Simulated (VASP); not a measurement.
# WC (Cmmm) in VASP: notebook

Aim: see how the results for WC move with the level of theory and the settings. Levels: r2SCAN0, r2SCANh, r2SCAN50, RPBE+D3(BJ). Tasks: single point.

All numbers are computed with VASP 6.6.1; they aren't measurements. Logs are shortened: lines on timing, memory, paths and dates and some standing lists are left out, and cuts for length are marked.

## 1. The cell of the first run

The structure is orthorhombic, space group Cmmm (No. 65). Conventional cell: a = 3.281 Å, b = 4.236 Å, c = 4.309 Å, α = 90.00°, β = 90.00°, γ = 90.00°. W (site symmetry mmm) has 6 W at 2.68 to 3.28 Å and 8 C at 2.71 to 3.02 Å within 3.5 Å. Within 3.5 Å of C (site symmetry mmm) lie 6 C at 2.68 to 3.28 Å and 8 W at 2.71 to 3.02 Å.

## 2. Single point, r2SCAN0

File POSCAR:

```
WC
1.0
    1.6403461100     -2.1180379000      0.0000000000
    1.6403461100      2.1180379000      0.0000000000
    0.0000000000      0.0000000000      4.3094211000
W C
1 1
Direct
    0.5000000000      0.5000000000      0.5000000000
    0.0000000000      0.0000000000      0.0000000000
```

File INCAR.step1:

```
ALGO = Normal
EDIFF = 1E-5
ENCUT = 520
GGA = PE
ISIF = 2
ISMEAR = -1
LASPH = T
LCHARG = F
LREAL = F
LWAVE = T
NBANDS = 16
NELM = 60
PREC = Accurate
SIGMA = 0.05
```

File INCAR.step2:

```
AEXX = 0.25
ALGO = Normal
EDIFF = 1E-6
ENCUT = 520
ISIF = 2
ISMEAR = -1
ISTART = 1
LASPH = T
LCHARG = F
LHFCALC = T
LMIXTAU = T
LREAL = F
LWAVE = F
METAGGA = R2SCAN
NBANDS = 16
NELM = 60
PREC = Accurate
PRECFOCK = Normal
SIGMA = 0.05
```

File KPOINTS:

```
k-points
0
Gamma
  5 5 3
```

Potentials or basis: VASP PAW PBE potentials, release 64 (W_sv, C).

Launch:

```bash
$ cat potpaw_PBE.64/W_sv/POTCAR potpaw_PBE.64/C/POTCAR > POTCAR
$ cp INCAR.step1 INCAR
$ mpirun -np 1 vasp_std > vasp.out
$ cp INCAR.step2 INCAR
$ mpirun -np 1 vasp_std > vasp.out
```

OUTCAR:

```text
AEXX = 0.25
   EDIFF = 1E-6
   ENCUT = 520
   ISIF = 2
   ISMEAR = -1
   ISTART = 1
   LASPH = T
   LHFCALC = T
   LREAL = F
   METAGGA = R2SCAN
   NELM = 60
   PREC = Accurate
   PRECFOCK = Normal

 ion  position               nearest neighbor table
   1  0.500  0.500  0.500-   2 2.71   2 2.71   2 2.71   2 2.71
   2  0.000  0.000  0.000-   1 2.71   1 2.71   1 2.71   1 2.71

  LATTYP: Found a base centered orthorhombic cell.
 ALAT       =     3.2806922200
 B/A-ratio  =     1.2912140231
 C/A-ratio  =     1.3135706769

  Lattice vectors:

 A1 = (   1.6403461100,  -2.1180379000,   0.0000000000)
 A2 = (   1.6403461100,   2.1180379000,   0.0000000000)
 A3 = (   0.0000000000,   0.0000000000,   4.3094211000)

Analysis of symmetry for initial positions (statically):
=====================================================================
 Subroutine PRICEL returns:
 Original cell was already a primitive cell.

 Routine SETGRP: Setting up the symmetry group for a
 base centered orthorhombic supercell.

 Subroutine GETGRP returns: Found  8 space group operations
 (whereof  8 operations were pure point group operations)
 out of a pool of  8 trial point group operations.

The static configuration has the point symmetry D_2h.

Analysis of symmetry for dynamics (positions and initial velocities):
=====================================================================
 Subroutine PRICEL returns:
 Original cell was already a primitive cell.

 Routine SETGRP: Setting up the symmetry group for a
 base centered orthorhombic supercell.

 Subroutine GETGRP returns: Found  8 space group operations
 (whereof  8 operations were pure point group operations)
 out of a pool of  8 trial point group operations.

The dynamic configuration has the point symmetry D_2h.

 Subroutine INISYM returns: Found  8 space group operations
 (whereof  8 operations are pure point group operations),
 and found     1 'primitive' translations

----------------------------------------------------------------------------------------

                                     Primitive cell

  volume of cell :      29.9446

  direct lattice vectors                    reciprocal lattice vectors
     1.640346110 -2.118037900  0.000000000     0.304813720 -0.236067542  0.000000000
     1.640346110  2.118037900  0.000000000     0.304813720  0.236067542  0.000000000
[... 84 lines left out ...]
   ISIF   =      2    stress and relaxation
   ISYM   =      3    0-nonsym 1-usesym 2-fastsym
   POTIM  = 0.5000    time-step for ionic-motion
   TEBEG  =    0.0;   TEEND  =   0.0 temperature during run
   PSTRESS=    0.0 pullay stress
   NELECT =      18.0000    total number of electrons
   NUPDOWN=      -1.0000    fix difference up-down
   EMIN   =  10.00;   EMAX   =-10.00  energy-range for DOS
   EFERMI =   0.00;   METHOD = LEGACY
   ISMEAR =    -1;   SIGMA  =   0.05  broadening in eV -4-tet -1-fermi 0-gaus
   EFERMI_NEDOS =   21; number of points for ismear=-14 and -15
   IALGO  =     38    algorithm
   IMIX   =      1    mixing-type and parameters
     AMIX     =   0.40;   BMIX     =  1.00
     AMIX_MAG =   1.60;   BMIX_MAG =  1.00
  volume/ion in A,a.u.               =      14.97       101.04
  Fermi-wavevector in a.u.,A,eV,Ry     =   1.381634  2.610909 25.972324  1.908912
  Thomas-Fermi vector in A             =   2.506400
   LORBIT       =      0    0 simple, 1 ext, 2 COOP (PROOUT), +10 PAW based schemes
   METAGGA = R2SCAN    functional components
   LHFCALC =     T    Hartree Fock is set to
   PRECFOCK=normal    Normal, Fast or Accurate (Low or Medium for compatibility)
   ENCUT4O =  -1.0   cutoff for four orbital integrals eV
   NKREDX  =     1    reduce k-point grid by
   NKREDY  =     1    reduce k-point grid by
   NKREDZ  =     1    reduce k-point grid by
   AEXX    =    0.2500 exact exchange contribution
   HFSCREEN=    0.0000 screening length (either q_TF or 0.3 A-1)
   HFSCREENC=   0.0000 screening length for correlation (either q_TF or 0.3 A-1)
   ENCUTFOCK=  -1.0 apply spherical cutoff to Coloumb kernel
   IVDW    =     0    specifies the selected vdW correction
   LEPSILON=     F    determine dielectric tensor
   LRPA    =     F    only Hartree local field effects (RPA)
 non-spin polarized calculation
  energy-cutoff  :      520.00
  volume of cell :       29.94
 maximum number of plane-waves:       822
  NGX = 16; NGY = 16; NGZ = 28

 number of electron      18.0000005 magnetization

 Free energy of the ion-electron system (eV)
  ---------------------------------------------------
  ext. energy  EPLUGINS =         0.00000000
  ---------------------------------------------------
  free energy    TOTEN  =       -50.85969717 eV

  energy without entropy =      -50.85262296  energy(sigma->0) =      -50.85616006

 E-fermi :   7.2453     XC(G=0):  -9.9645

 val. band max:        6.5715476586   @ k =   0.4000   0.2000   0.0000
 cond. band min:       7.2708301647   @ k =  -0.4000   0.2000   0.3333
 fundamental gap:      0.6992825062
 Fermi energy:         7.2452524618

 k-point     1 :       0.0000    0.0000    0.0000
  band No.  band energies     occupation
      1     -73.8687      2.00000
      2     -36.2445      2.00000
      3     -35.4769      2.00000
      4     -35.1520      2.00000
      5      -8.0323      2.00000
      6      -0.1876      2.00000
[... 319 lines left out ...]
      3     -36.1503      2.00000
      4     -35.9843      2.00000
      5      -3.6632      2.00000
      6       0.4885      2.00000
[... 8 lines left out ...]
     15      17.2340      0.00000
     16      20.8340      0.00000

------------------------ aborting loop because EDIFF is reached ----------------------------------------

  FORCE on cell =-STRESS in cart. coord.  units (eV):
  Direction    XX          YY          ZZ          XY          YZ          ZX
  --------------------------------------------------------------------------------------
  -------------------------------------------------------------------------------------
  Total       -7.9178013     -1.6866225    -14.6403932     -0.0000000      0.0000000      0.0000000
  in kB     -423.6400702    -90.2423335   -783.3307463     -0.0000000      0.0000000      0.0000000
  external PRESSURE =    -432.4043833 kB  Pullay stress =       0.0000000 kB

 VOLUME and BASIS-vectors are now :
 -----------------------------------------------------------------------------
  energy-cutoff  :      520.00
  volume of cell :       29.94
      direct lattice vectors                 reciprocal lattice vectors
     1.640346110 -2.118037900  0.000000000     0.304813720 -0.236067542  0.000000000
     1.640346110  2.118037900  0.000000000     0.304813720  0.236067542  0.000000000
     0.000000000  0.000000000  4.309421100     0.000000000  0.000000000  0.232049729

 POSITION                                       TOTAL-FORCE (eV/Angst)
 -----------------------------------------------------------------------------------
      1.64035      0.00000      2.15471         0.000000      0.000000      0.000000
      0.00000      0.00000      0.00000        -0.000000      0.000000      0.000000
 -----------------------------------------------------------------------------------
    total drift:                                0.000001      0.000000      0.000000

  FREE ENERGIE OF THE ION-ELECTRON SYSTEM (eV)
  ---------------------------------------------------
  free  energy   TOTEN  =       -50.8596971659 eV

  energy  without entropy=      -50.8526229639  energy(sigma->0) =      -50.85616006
```

Wall time 4.7 min (1 thread of Intel Xeon 6975P-C (Granite Rapids), shared host); peak memory 0.16 GiB.

Results:

```
Free energy            : -50.8597 eV
Pressure               : -43.2 GPa
Band gap on the k mesh : zero (band 9 reaches 9.83 eV, above the bottom of band 10 at 4.14 eV)
```

Stress tensor (GPa, compression positive):
```
-42.36   0.00   0.00
  0.00  -9.02   0.00
  0.00   0.00 -78.33
```

Levels at points of the mesh, in eV from the Fermi level:
| k point | band 5 | band 6 | band 7 | band 8 | band 9 | band 10 | band 11 | band 12 | band 13 | band 14 |
| --- | --- | --- | --- | --- | --- | --- | --- | --- | --- | --- |
| (0.00, 0.00, 0.00) | -15.28 | -7.43 | -5.09 | -4.64 | 2.59 | 2.67 | 2.89 | 3.61 | 3.63 | 4.26 |

Caveat: the k points lie up to 0.49 Å⁻¹ apart; the PAW data sets were made with another functional, which shifts forces and pressure a little; spin-orbit coupling is left out, which moves the levels of the heavy elements.

## 3. Single point, r2SCANh

POSCAR is that of step 2.

File INCAR.step1:

```
ALGO     = Normal         # electronic algorithm
EDIFF    = 1E-5           # SCF threshold, eV
ENCUT    = 520            # plane-wave cutoff, eV
GGA      = PE             # functional
ISIF     = 2              # what is computed and relaxed
ISMEAR   = -1             # smearing method
LASPH    = T              # aspherical terms in the spheres
LREAL    = F              # projectors in reciprocal space
LWAVE    = T              # write WAVECAR
NBANDS   = 16             # bands
NELM     = 60             # most SCF steps
PREC     = Accurate       # precision mode
SIGMA    = 0.05           # smearing width, eV
```

File INCAR.step2:

```
AEXX     = 0.1            # exact-exchange fraction
ALGO     = Normal         # electronic algorithm
EDIFF    = 1E-6           # SCF threshold, eV
ENCUT    = 520            # plane-wave cutoff, eV
ISIF     = 2              # what is computed and relaxed
ISMEAR   = -1             # smearing method
ISTART   = 1            
LASPH    = T              # aspherical terms in the spheres
LCHARG   = T              # write CHGCAR
LELF     = T              # ELF
LHFCALC  = T              # exact exchange
LMIXTAU  = T            
LREAL    = F              # projectors in reciprocal space
LVHAR    = T            
LWAVE    = F              # write WAVECAR
METAGGA  = R2SCAN         # meta-GGA
NBANDS   = 16             # bands
NELM     = 60             # most SCF steps
PREC     = Accurate       # precision mode
PRECFOCK = Normal       
SIGMA    = 0.05           # smearing width, eV
```

KPOINTS is that of step 2.

Potentials or basis: VASP PAW PBE potentials, release 64 (W_sv, C).

Launch:

```bash
$ cat potpaw_PBE.64/W_sv/POTCAR potpaw_PBE.64/C/POTCAR > POTCAR
$ cp INCAR.step1 INCAR
$ mpirun -np 1 vasp_std > vasp.out
$ cp INCAR.step2 INCAR
$ mpirun -np 1 vasp_std > vasp.out
```

OUTCAR:

```text
AEXX = 0.1
   EDIFF = 1E-6
   ENCUT = 520
   ISIF = 2
   ISMEAR = -1
   ISTART = 1
   LASPH = T
   LHFCALC = T
   LREAL = F
   METAGGA = R2SCAN
   NELM = 60
   PREC = Accurate
   PRECFOCK = Normal

 ion  position               nearest neighbor table
   1  0.500  0.500  0.500-   2 2.71   2 2.71   2 2.71   2 2.71
   2  0.000  0.000  0.000-   1 2.71   1 2.71   1 2.71   1 2.71

  LATTYP: Found a base centered orthorhombic cell.
 ALAT       =     3.2806922200
 B/A-ratio  =     1.2912140231
[... 530 lines left out ...]

------------------------ aborting loop because EDIFF is reached ----------------------------------------

  FORCE on cell =-STRESS in cart. coord.  units (eV):
  Direction    XX          YY          ZZ          XY          YZ          ZX
  --------------------------------------------------------------------------------------
  -------------------------------------------------------------------------------------
  Total       -7.1861120     -1.1835322    -13.8728346      0.0000000      0.0000000      0.0000000
  in kB     -384.4912082    -63.3246074   -742.2627065      0.0000000      0.0000000      0.0000000
  external PRESSURE =    -396.6928407 kB  Pullay stress =       0.0000000 kB

 VOLUME and BASIS-vectors are now :
 -----------------------------------------------------------------------------
  energy-cutoff  :      520.00
  volume of cell :       29.94
      direct lattice vectors                 reciprocal lattice vectors
     1.640346110 -2.118037900  0.000000000     0.304813720 -0.236067542  0.000000000
     1.640346110  2.118037900  0.000000000     0.304813720  0.236067542  0.000000000
     0.000000000  0.000000000  4.309421100     0.000000000  0.000000000  0.232049729

 POSITION                                       TOTAL-FORCE (eV/Angst)
 -----------------------------------------------------------------------------------
      1.64035      0.00000      2.15471         0.000000     -0.000000      0.000000
      0.00000      0.00000      0.00000        -0.000000      0.000000      0.000000
 -----------------------------------------------------------------------------------
    total drift:                                0.000000      0.000000      0.000000

  FREE ENERGIE OF THE ION-ELECTRON SYSTEM (eV)
  ---------------------------------------------------
  free  energy   TOTEN  =       -53.7169170860 eV

  energy  without entropy=      -53.7091970828  energy(sigma->0) =      -53.71305708
```

OUTCAR.step1:

```text
EDIFF = 1E-5
   ENCUT = 520
   GGA = PE
   ISIF = 2
   ISMEAR = -1
[... 555 lines left out ...]
 -----------------------------------------------------------------------------------
      1.64035      0.00000      2.15471        -0.000000     -0.000000      0.000000
      0.00000      0.00000      0.00000         0.000000      0.000000      0.000000
 -----------------------------------------------------------------------------------
    total drift:                                0.000000      0.000000      0.000000

  FREE ENERGIE OF THE ION-ELECTRON SYSTEM (eV)
  ---------------------------------------------------
  free  energy   TOTEN  =       -16.8280602750 eV

  energy  without entropy=      -16.8143677975  energy(sigma->0) =      -16.82121404
```

It took 5.3 min on 1 thread of Intel Xeon 6975P-C (Granite Rapids), shared host; peak memory 0.16 GiB.

What came out:

```
Free energy            : -53.7169 eV
Pressure               : -39.7 GPa
Band gap on the k mesh : zero (band 9 reaches 9.37 eV, above the bottom of band 10 at 4.55 eV)
```

Stress tensor (GPa, compression positive):
```
-38.45   0.00   0.00
  0.00  -6.33   0.00
  0.00   0.00 -74.23
```

Levels at points of the mesh, in eV from the Fermi level:
```csv
k point,band 6,band 7,band 8,band 9,band 10,band 11,band 12,band 13
"(0.00, 0.00, 0.00)",-6.55,-4.26,-3.95,2.23,2.33,2.53,3.14,3.19
```

Caveat: the k points lie up to 0.49 Å⁻¹ apart; the PAW data sets were made with another functional, which shifts forces and pressure a little; spin-orbit coupling is left out, which moves the levels of the heavy elements.

## 4. Single point, r2SCAN50

POSCAR is that of step 3.

File INCAR.step1:

```
SYSTEM = WC
PREC     = Accurate       ! precision mode
ENCUT    = 520            ! plane-wave cutoff, eV
EDIFF    = 1E-5           ! SCF threshold, eV
ISMEAR   = -1             ! smearing method
SIGMA    = 0.05           ! smearing width, eV
LREAL    = .FALSE.        ! projectors in reciprocal space
LASPH    = .TRUE.         ! aspherical terms in the spheres
NELM     = 100            ! most SCF steps
ALGO     = Normal         ! electronic algorithm
ISIF     = 2              ! what is computed and relaxed
LWAVE    = .TRUE.         ! write WAVECAR
NBANDS   = 16             ! bands
GGA      = PE             ! functional
```

File INCAR.step2:

```
SYSTEM = WC
PREC     = Accurate       ! precision mode
ENCUT    = 520            ! plane-wave cutoff, eV
EDIFF    = 1E-7           ! SCF threshold, eV
ISMEAR   = -1             ! smearing method
SIGMA    = 0.05           ! smearing width, eV
LREAL    = .FALSE.        ! projectors in reciprocal space
LASPH    = .TRUE.         ! aspherical terms in the spheres
NELM     = 100            ! most SCF steps
ALGO     = Normal         ! electronic algorithm
ISIF     = 2              ! what is computed and relaxed
LWAVE    = .FALSE.        ! write WAVECAR
LCHARG   = .TRUE.         ! write CHGCAR
METAGGA  = R2SCAN         ! meta-GGA
LHFCALC  = .TRUE.         ! exact exchange
AEXX     = 0.5            ! exact-exchange fraction
LMIXTAU  = .TRUE.       
PRECFOCK = Normal       
LELF     = .TRUE.         ! ELF
LVHAR    = .TRUE.       
NBANDS   = 16             ! bands
ISTART   = 1
```

File KPOINTS:

```
regular mesh
0
G
  5 5 3
  0 0 0
```

Launch:

```bash
$ cat potpaw_PBE.64/W_sv/POTCAR potpaw_PBE.64/C/POTCAR > POTCAR
$ cp INCAR.step1 INCAR
$ mpirun -np 1 vasp_std > vasp.out
$ cp INCAR.step2 INCAR
$ mpirun -np 1 vasp_std > vasp.out
```

Wall time 6.8 min (1 thread of Intel Xeon 6975P-C (Granite Rapids), shared host); peak memory 0.15 GiB.

The run converged. Its results:

```yaml
Free_energy: -46.1791 eV
Pressure: -48.9 GPa
Band_gap_on_the_k_mesh: zero (band 9 reaches 10.38 eV, above the bottom of band 10 at 3.43 eV)
```

Stress tensor (GPa, compression positive):
```
-48.70   0.00   0.00
  0.00 -13.30   0.00
  0.00   0.00 -84.65
```

Levels at points of the mesh, in eV from the Fermi level:
```tsv
k point	band 5	band 6	band 7	band 8	band 9	band 10	band 11	band 12	band 13	band 14
(0.00, 0.00, 0.00)	-17.45	-8.92	-6.51	-5.83	2.96	3.43	3.49	4.31	4.44	5.33
```

Caveat: the k points lie up to 0.49 Å⁻¹ apart; the PAW data sets were made with another functional, which shifts forces and pressure a little; spin-orbit coupling is left out, which moves the levels of the heavy elements.

(Continued in part 2 of 2.)
